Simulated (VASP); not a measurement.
# Y2LuN3 (P-3m1) in VASP: a series of runs

Runs on Y2LuN3. Level: PBE. Tasks: relaxation of shape and atoms at fixed volume, single point.

Program: VASP 6.6.1. These are calculated values, not measurements. Logs are shortened: lines on timing, memory, paths and dates and some standing lists are left out, and cuts for length are marked.

## 1. The cell of the first run

The structure is trigonal, space group P-3m1 (No. 164). The conventional cell has a = 3.503 Å, b = 3.503 Å, c = 8.581 Å, α = 90.00°, β = 90.00°, γ = 120.00°. Y (site symmetry 3m) has 6 N at 2.49 Å within 3.3 Å. Within 3.2 Å of Lu (site symmetry -3m) lie 6 N at 2.45 Å. Within 3.2 Å of N (site symmetry 3m) lie 3 Lu at 2.45 Å and 3 Y at 2.49 Å. Within 3.3 Å of N (site symmetry -3m) lie 6 Y at 2.49 Å.

## 2. Relaxation of shape and atoms at fixed volume, PBE (15.20 Å³/atom)

INCAR reads:

```
SYSTEM = Y2LuN3
PREC = Accurate ; ENCUT = 600
EDIFF = 1E-7 ; ISMEAR = 0
SIGMA = 0.01 ; LREAL = .FALSE.
LASPH = .TRUE. ; NELM = 80
ALGO = Normal ; ISIF = 4
LWAVE = .FALSE. ; LCHARG = .FALSE.
GGA = PE ; IBRION = 2
NSW = 50 ; EDIFFG = -0.01
```

KPOINTS reads:

```
Automatic mesh
0
G
  12 12 4
  0 0 0
```

POSCAR reads:

```
Y2LuN3
1.0
    3.5025757979      0.0000000294      0.0000000000
   -1.7512879244      3.0333196050      0.0000000000
    0.0000000000      0.0000000000      8.5813550058
Y Lu N
2 1 3
Direct
    0.3333333333      0.6666666667      0.6689918715
    0.6666666667      0.3333333333      0.3310081285
    0.0000000000      0.0000000000      0.0000000000
    0.3333333333      0.6666666667      0.1619458797
    0.6666666667      0.3333333333      0.8380541203
    0.0000000000      0.0000000000      0.5000000000
```

Potentials or basis: VASP PAW PBE potentials, release 64 (Y_sv, Lu, N).

Started as:

```sh
cat potpaw_PBE.64/Y_sv/POTCAR potpaw_PBE.64/Lu/POTCAR potpaw_PBE.64/N/POTCAR > POTCAR
mpirun -np 1 vasp_std > vasp.out
```

OUTCAR:

```text
SYSTEM = Y2LuN3
   PREC = Accurate
   ENCUT = 600
   EDIFF = 1E-7
   ISMEAR = 0
   LREAL = .FALSE.
   LASPH = .TRUE.
   NELM = 80
   ISIF = 4
   GGA = PE
   IBRION = 2
   NSW = 50
   EDIFFG = -0.01

 ion  position               nearest neighbor table
   1  0.333  0.667  0.669-   6 2.49   6 2.49   6 2.49   5 2.49   5 2.49   5 2.49   3 3.49   3 3.49
                             3 3.49   2 3.54   2 3.54   2 3.54
   2  0.667  0.333  0.331-   6 2.49   6 2.49   6 2.49   4 2.49   4 2.49   4 2.49   3 3.49   3 3.49
                             3 3.49   1 3.54   1 3.54   1 3.54
   3  0.000  0.000  0.000-   4 2.45   5 2.45   5 2.45   4 2.45   5 2.45   4 2.45   1 3.49   2 3.49
                             1 3.49   2 3.49   2 3.49   1 3.49
   4  0.333  0.667  0.162-   3 2.45   3 2.45   3 2.45   2 2.49   2 2.49   2 2.49
   5  0.667  0.333  0.838-   3 2.45   3 2.45   3 2.45   1 2.49   1 2.49   1 2.49
   6  0.000  0.000  0.500-   1 2.49   2 2.49   2 2.49   1 2.49   2 2.49   1 2.49

  LATTYP: Found a hexagonal cell.
 ALAT       =     3.5025757979
 C/A-ratio  =     2.4500126481

  Lattice vectors:

 A1 = (   3.5025757979,   0.0000000294,   0.0000000000)
 A2 = (  -1.7512879244,   3.0333196050,   0.0000000000)
 A3 = (   0.0000000000,   0.0000000000,   8.5813550058)

Analysis of symmetry for initial positions (statically):
=====================================================================
 Subroutine PRICEL returns:
 Original cell was already a primitive cell.

 Routine SETGRP: Setting up the symmetry group for a
 hexagonal supercell.

 Subroutine GETGRP returns: Found 12 space group operations
 (whereof 12 operations were pure point group operations)
 out of a pool of 24 trial point group operations.

The static configuration has the point symmetry D_3d.

Analysis of symmetry for dynamics (positions and initial velocities):
=====================================================================
 Subroutine PRICEL returns:
 Original cell was already a primitive cell.

 Routine SETGRP: Setting up the symmetry group for a
 hexagonal supercell.

 Subroutine GETGRP returns: Found 12 space group operations
 (whereof 12 operations were pure point group operations)
 out of a pool of 24 trial point group operations.

The dynamic configuration has the point symmetry D_3d.

 Subroutine INISYM returns: Found 12 space group operations
 (whereof 12 operations are pure point group operations),
 and found     1 'primitive' translations

----------------------------------------------------------------------------------------
[... 111 lines left out ...]
   PSTRESS=    0.0 pullay stress
   NELECT =      62.0000    total number of electrons
   NUPDOWN=      -1.0000    fix difference up-down
   EMIN   =  10.00;   EMAX   =-10.00  energy-range for DOS
   EFERMI =   0.00;   METHOD = LEGACY
   ISMEAR =     0;   SIGMA  =   0.01  broadening in eV -4-tet -1-fermi 0-gaus
   EFERMI_NEDOS =   21; number of points for ismear=-14 and -15
   IALGO  =     38    algorithm
   IMIX   =      4    mixing-type and parameters
     AMIX     =   0.40;   BMIX     =  1.00
     AMIX_MAG =   1.60;   BMIX_MAG =  1.00
  volume/ion in A,a.u.               =      15.20       102.54
  Fermi-wavevector in a.u.,A,eV,Ry     =   1.439632  2.720510 28.198628  2.072541
  Thomas-Fermi vector in A             =   2.558466
   LORBIT       =      0    0 simple, 1 ext, 2 COOP (PROOUT), +10 PAW based schemes
   GGA     = PE    functional components
   LHFCALC =     F    Hartree Fock is set to
   AEXX    =    0.0000 exact exchange contribution
   IVDW    =     0    specifies the selected vdW correction
   LEPSILON=     F    determine dielectric tensor
   LRPA    =     F    only Hartree local field effects (RPA)
 conjugate gradient relaxation of ions
 non-spin polarized calculation
 Gauss-broadening in eV      SIGMA  =   0.01
  energy-cutoff  :      600.00
  volume of cell :       91.17
 maximum number of plane-waves:      3065
   NGX = 13   NGY = 13   NGZ = 35

--------------------------------------- Ionic step        1  -------------------------------------------

 number of electron      61.9999999 magnetization

 Free energy of the ion-electron system (eV)
  ---------------------------------------------------
  ext. energy  EPLUGINS =         0.00000000
  ---------------------------------------------------
  free energy    TOTEN  =       -52.69977535 eV

  energy without entropy =      -52.69977535  energy(sigma->0) =      -52.69977535

------------------------ aborting loop because EDIFF is reached ----------------------------------------

  FORCE on cell =-STRESS in cart. coord.  units (eV):
  Direction    XX          YY          ZZ          XY          YZ          ZX
  --------------------------------------------------------------------------------------
  -------------------------------------------------------------------------------------
  Total       -4.7528902     -4.7528902     -4.7835846     -0.0000000     -0.0000000      0.0000000
  in kB      -83.5231326    -83.5231327    -84.0625300     -0.0000000     -0.0000000      0.0000000
  external PRESSURE =     -83.7029318 kB  Pullay stress =       0.0000000 kB
[... 147 lines left out ...]
--------------------------------------- Ionic step        5  -------------------------------------------

 number of electron      61.9999998 magnetization

 Free energy of the ion-electron system (eV)
  ---------------------------------------------------
  ext. energy  EPLUGINS =         0.00000000
  ---------------------------------------------------
  free energy    TOTEN  =       -52.70004417 eV

  energy without entropy =      -52.70004417  energy(sigma->0) =      -52.70004417

 E-fermi :   3.6611     XC(G=0): -11.3057

 val. band max:        3.5798835902   @ k =   0.0000   0.0000   0.0000
 cond. band min:       3.8092708649   @ k =   0.5000   0.0000   0.0000
 fundamental gap:      0.2293872748
 Fermi energy:         3.6611138769

 k-point     1 :       0.0000    0.0000    0.0000
  band No.  band energies     occupation
      1     -51.1140      2.00000
      2     -37.5679      2.00000
      3     -37.5233      2.00000
      4     -21.9361      2.00000
      5     -21.6432      2.00000
      6     -21.6432      2.00000
[... 949 lines left out ...]
     36       7.7534      0.00000
     37       7.9268      0.00000

 [... further k-points ...]

------------------------ aborting loop because EDIFF is reached ----------------------------------------

  FORCE on cell =-STRESS in cart. coord.  units (eV):
  Direction    XX          YY          ZZ          XY          YZ          ZX
  --------------------------------------------------------------------------------------
  -------------------------------------------------------------------------------------
  Total       -4.7588622     -4.7588622     -4.7600766     -0.0000000      0.0000000     -0.0000000
  in kB      -83.6280797    -83.6280797    -83.6494209     -0.0000000      0.0000000     -0.0000000
  external PRESSURE =     -83.6351934 kB  Pullay stress =       0.0000000 kB
[... 21 lines left out ...]
  FREE ENERGIE OF THE ION-ELECTRON SYSTEM (eV)
  ---------------------------------------------------
  free  energy   TOTEN  =       -52.7000441653 eV

  energy  without entropy=      -52.7000441653  energy(sigma->0) =      -52.70004417

 reached required accuracy - stopping structural energy minimisation
```

CONTCAR:

```text
Y2LuN3
   1.00000000000000
     3.5028266444794376    0.0000000294006529   -0.0000000000000000
    -1.7514133476927993    3.0335368445013327   -0.0000000000000000
    -0.0000000000000000   -0.0000000000000000    8.5801259832708929
  Y               Lu              N
     2     1     3
Direct
     0.3333333332999970    0.6666666667000030    0.6687532962712888
     0.6666666667000030    0.3333333332999970    0.3312467037287112
     0.0000000000000000    0.0000000000000000    0.0000000000000000
     0.3333333332999970    0.6666666667000030    0.1624887800616344
     0.6666666667000030    0.3333333332999970    0.8375112199383657
     0.0000000000000000    0.0000000000000000    0.5000000000000000

  0.00000000E+00  0.00000000E+00  0.00000000E+00
  0.00000000E+00  0.00000000E+00  0.00000000E+00
  0.00000000E+00  0.00000000E+00  0.00000000E+00
  0.00000000E+00  0.00000000E+00  0.00000000E+00
  0.00000000E+00  0.00000000E+00  0.00000000E+00
  0.00000000E+00  0.00000000E+00  0.00000000E+00
```

Run time: 21 min. Hardware: 1 thread of Intel Xeon 8259CL, shared host; peak memory 0.46 GiB.

Results:

```yaml
Free_energy: -52.7000 eV
Energy_gained_by_relaxing: 0.0 meV/atom
Ionic_steps: 5
Pressure_after_relaxing: -8.4 GPa
Largest_force_after_relaxing: 0.004 eV/Å
Band_gap_on_the_k_mesh: 0.23 eV (least direct gap 0.74 eV)
```

Forces in eV/Å, atoms in the order of the input:
```
Y    0.000  0.000  0.004
Y    0.000  0.000 -0.004
Lu   0.000  0.000  0.000
N    0.000  0.000  0.002
N    0.000  0.000 -0.002
N    0.000  0.000  0.000
```

Step by step:
| step | energy change (eV) | largest force (eV/Å) | pressure (GPa) | volume (Å³) |
| --- | --- | --- | --- | --- |
| 1 | 0.0000 | 0.0509 | -8.37 | 91.17 |
| 2 | -0.0002 | 0.0226 | -8.38 | 91.17 |
| 3 | -0.0003 | 0.0120 | -8.37 | 91.17 |
| 4 | -0.0003 | 0.0120 | -8.36 | 91.17 |
| 5 | -0.0003 | 0.0044 | -8.36 | 91.17 |

Final structure:
```xyz
6
Lattice="3.5028 0.0000 0.0000 -1.7514 3.0335 0.0000 0.0000 0.0000 8.5801" Properties=species:S:1:pos:R:3 pbc="T T T"
Y     0.0000    2.0224    5.7380
Y     1.7514    1.0112    2.8421
Lu    0.0000    0.0000    0.0000
N     0.0000    2.0224    1.3942
N     1.7514    1.0112    7.1860
N     0.0000    0.0000    4.2901
```

Levels at points of the mesh, in eV from the valence-band top:
```tsv
k point	band 28	band 29	band 30	band 31	band 32	band 33	band 34	band 35
(0.00, 0.00, 0.00)	-1.73	0.00	0.00	0.00	3.04	3.07	3.07	3.27
(0.50, 0.00, 0.00)	-1.82	-1.80	-0.52	-0.52	0.23	3.64	3.92	5.74
(0.00, 0.00, 0.50)	-0.83	-0.83	-0.69	-0.69	3.13	3.27	3.60	3.60
(0.50, 0.00, 0.50)	-1.54	-1.50	-1.00	-1.00	1.50	1.59	5.46	6.13
```

Caveat: semilocal functionals underestimate gaps, and a narrow one can read as zero; spin-orbit coupling is left out, which moves the levels of the heavy elements.

## 3. Single point, PBE

This run uses another cell than the first one: it holds 12 atoms, not 6.

INCAR reads:

```
PREC     = Accurate       # precision mode
ENCUT    = 520            # plane-wave cutoff, eV
EDIFF    = 1E-6           # SCF threshold, eV
ISMEAR   = 0              # smearing method
SIGMA    = 0.2            # smearing width, eV
LREAL    = False          # projectors in reciprocal space
LASPH    = True           # aspherical terms in the spheres
NELM     = 100            # most SCF steps
ALGO     = Normal         # electronic algorithm
ISIF     = 2              # what is computed and relaxed
LWAVE    = False          # write WAVECAR
LCHARG   = False          # write CHGCAR
GGA      = PE             # functional
NBANDS   = 74             # bands
```

KPOINTS reads:

```
regular mesh
0
Gamma
  6 6 2
```

POSCAR reads:

```
Y2LuN3
1.0
    3.4352121312      0.0000000289      0.0000000000
   -1.7176060906      2.9749809586      0.0000000000
    0.0000000000      0.0000000000     16.8324744000
Y Lu N
4 2 6
Direct
    0.3333333333      0.6666666667      0.3345145000
    0.3333333333      0.6666666667      0.8345145000
    0.6666666667      0.3333333333      0.1654855000
    0.6666666667      0.3333333333      0.6654855000
    0.0000000000      0.0000000000      0.0000000000
    0.0000000000      0.0000000000      0.5000000000
    0.3333333333      0.6666666667      0.0808675000
    0.3333333333      0.6666666667      0.5808675000
    0.6666666667      0.3333333333      0.4191325000
    0.6666666667      0.3333333333      0.9191325000
    0.0000000000      0.0000000000      0.2500000000
    0.0000000000      0.0000000000      0.7500000000
```

Potentials or basis: VASP PAW PBE potentials, release 64 (Y_sv, Lu, N).

Started as:

```sh
cat potpaw_PBE.64/Y_sv/POTCAR potpaw_PBE.64/Lu/POTCAR potpaw_PBE.64/N/POTCAR > POTCAR
mpirun -np 1 vasp_std > vasp.out
```

Wall time 3.4 min (1 thread of Intel Xeon 6975P-C (Granite Rapids), shared host); peak memory 0.39 GiB.

It converged, with:

```yaml
Free_energy: -105.6376 eV
Pressure: 0.2 GPa
Largest_force: 0.046 eV/Å
Band_gap_on_the_k_mesh: 0.10 eV
```

Forces in eV/Å, atoms in the order of the input:
```
Y    0.000  0.000 -0.012
Y    0.000  0.000 -0.012
Y    0.000  0.000  0.012
Y    0.000  0.000  0.012
Lu   0.000  0.000  0.000
Lu   0.000  0.000  0.000
N    0.000  0.000  0.046
N    0.000  0.000  0.046
N    0.000  0.000 -0.046
N    0.000  0.000 -0.046
N    0.000  0.000  0.000
N    0.000  0.000  0.000
```

Stress tensor (GPa, compression positive):
```
0.25 0.00 0.00
0.00 0.25 0.00
0.00 0.00 0.09
```

Levels at points of the mesh, in eV from the valence-band top:
```csv
k point,band 59,band 60,band 61,band 62,band 63,band 64,band 65,band 66
"(0.00, 0.00, 0.00)",-0.72,0.00,0.00,0.00,3.09,3.13,3.13,3.22
"(0.50, 0.00, 0.00)",-1.04,-1.02,-0.49,-0.49,0.10,1.48,1.56,3.76
"(0.00, 0.00, 0.50)",-0.25,-0.25,-0.25,-0.25,3.15,3.15,3.31,3.31
"(0.50, 0.00, 0.50)",-0.97,-0.97,-0.64,-0.64,0.63,0.63,2.63,2.63
```

Caveat: semilocal functionals underestimate gaps, and a narrow one can read as zero; spin-orbit coupling is left out, which moves the levels of the heavy elements. A k mesh can miss the band edges.

(Continued in part 2 of 2.)
